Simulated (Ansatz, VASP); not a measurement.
# One calculation of AlN, two programs

```xyz
4
Lattice="3.1888 0.0000 0.0000 -1.5944 2.7616 0.0000 0.0000 0.0000 5.2269" Properties=species:S:1:pos:R:3 pbc="T T T"
Al    0.0000    1.8410    0.0000
Al    1.5944    0.9205    2.6134
N     0.0000    1.8410    2.0124
N     1.5944    0.9205    4.6258
```

Change from the starting cell: strain +0.025 along x and y, +0.050 along z, atoms carried along.

Alike in both runs: task single point; functional PBE; k mesh 9 × 9 × 6; occupations gaussian, width 0.05 eV; no spin polarisation.

|  | VASP | Ansatz |
| --- | --- | --- |
| version | VASP 6.6.1 | Ansatz 0.2.0 |
| potentials or method | VASP PAW PBE potentials, release 64 (Al, N), cutoff 520 eV | scalar-relativistic, plane waves, PAW |
| valence electrons in the cell | 16 | 16 |

Ansatz gave:

- gap on the k mesh at the Fermi level (eV): 3.36
- least direct gap on the mesh (eV): 3.36
- pressure (GPa): -12.5
- traceless stress, the component that is largest in VASP (GPa): -4.41
- rms of the force components (eV/Å): 0.169

Task: What did VASP give for the same quantities?

Result: gap on the k mesh at the Fermi level (eV): 3.36; least direct gap on the mesh (eV): 3.36; pressure (GPa): -12.8; traceless stress, the component that is largest in VASP (GPa): -4.41; rms of the force components (eV/Å): 0.170.

Atom by atom the forces differ by 0.000 eV/Å (rms over components). The functional is the same, so the differences come from potentials, cutoffs and numerics.
